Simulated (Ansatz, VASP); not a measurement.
## Two plane-wave programs on CaBi2B4I

File INCAR:

```
SYSTEM = CaBi2B4I
PREC     = Accurate       ! precision mode
ENCUT    = 520            ! plane-wave cutoff, eV
EDIFF    = 1E-7           ! SCF threshold, eV
ISMEAR   = -1             ! smearing method
SIGMA    = 0.1            ! smearing width, eV
LREAL    = .FALSE.        ! projectors in reciprocal space
LASPH    = .TRUE.         ! aspherical terms in the spheres
NELM     = 150            ! most SCF steps
ALGO     = Normal         ! electronic algorithm
ISIF     = 2              ! what is computed and relaxed
LWAVE    = .FALSE.        ! write WAVECAR
LCHARG   = .FALSE.        ! write CHGCAR
MAGMOM   = 0 0 0 0 0 0 0 0 0 0 0 0 0 0 0 0 0 0 0 0 0 0 0 0 ! initial moments
LORBIT   = 11             ! projections on sites
LSORBIT  = .TRUE.         ! spin-orbit coupling
GGA_COMPAT= .FALSE.      
LORBMOM  = .TRUE.       
GGA      = PE             ! functional
NBANDS   = 77             ! bands
```

KPOINTS

```
Automatic mesh
0
G
  5 5 2
  0 0 0
```

Contents of POSCAR:

```
CaBi2B4I
1.0
    3.8094560000      0.0000000000      0.0000000000
    0.0000000000      3.8094560000      0.0000000000
    0.0000000000      0.0000000000      9.2831340000
Bi Ca I B
2 1 1 4
Direct
    0.5000000000      0.5000000000      0.7392000000
    0.5000000000      0.5000000000      0.2608000000
    0.0000000000      0.0000000000      0.0000000000
    0.0000000000      0.0000000000      0.5000000000
    0.5000000000      0.0000000000      0.8540000000
    0.0000000000      0.5000000000      0.8540000000
    0.5000000000      0.0000000000      0.1460000000
    0.0000000000      0.5000000000      0.1460000000
```

Input for Ansatz:

```yaml
crystal:
  lattice:
    - [3.809456, 0.0, 0.0]
    - [0.0, 3.809456, 0.0]
    - [0.0, 0.0, 9.283134]
  atoms:
    - { symbol: Bi, position: [0.5, 0.5, 0.7392] }
    - { symbol: Bi, position: [0.5, 0.5, 0.2608] }
    - { symbol: Ca, position: [0.0, 0.0, 0.0] }
    - { symbol: I, position: [0.0, 0.0, 0.5] }
    - { symbol: B, position: [0.5, 0.0, 0.854] }
    - { symbol: B, position: [0.0, 0.5, 0.854] }
    - { symbol: B, position: [0.5, 0.0, 0.146] }
    - { symbol: B, position: [0.0, 0.5, 0.146] }
  symmetry: { tolerance: 0.0003 }
kpoints:
  mp_grid: { grid: [5, 5, 2], shift: [0, 0, 0] }
magnetization:
  noncollinear: true
  spin_orbit: true
scf:
  occupations: { method: fermi_dirac }
hamiltonian:
  pseudopotentials: { kind: paw_fr }
  xc: pbe
basis:
  ecutwfc: 420
output:
  forces: true
  stress: true
  eigenvalues: true
```

Alike in both runs: task single point; functional PBE; k mesh 5 × 5 × 2; non-collinear spin, spin-orbit coupling.

```csv
,VASP,Ansatz
version,VASP 6.6.1,Ansatz 0.2.0
potentials or method,"VASP PAW PBE potentials, release 64 (Bi_d, Ca_sv, I, B), cutoff 520 eV",PAW plane waves
occupations,"fermi-dirac, width 0.1 eV",fermi-dirac
valence electrons in the cell,59,69
```

VASP gave:

```
rms of the force components (eV/Å) : 1.602
net moment per atom (μB)           : 0.00
```

Q: Estimate Ansatz's values.

A: rms of the force components (eV/Å): 1.592; net moment per atom (μB): 0.00.

Atom by atom the forces differ by 0.010 eV/Å (rms over components). VASP's potentials hold 59 valence electrons a cell and Ansatz's 69, so a difference there can come from the potentials and not from the codes.
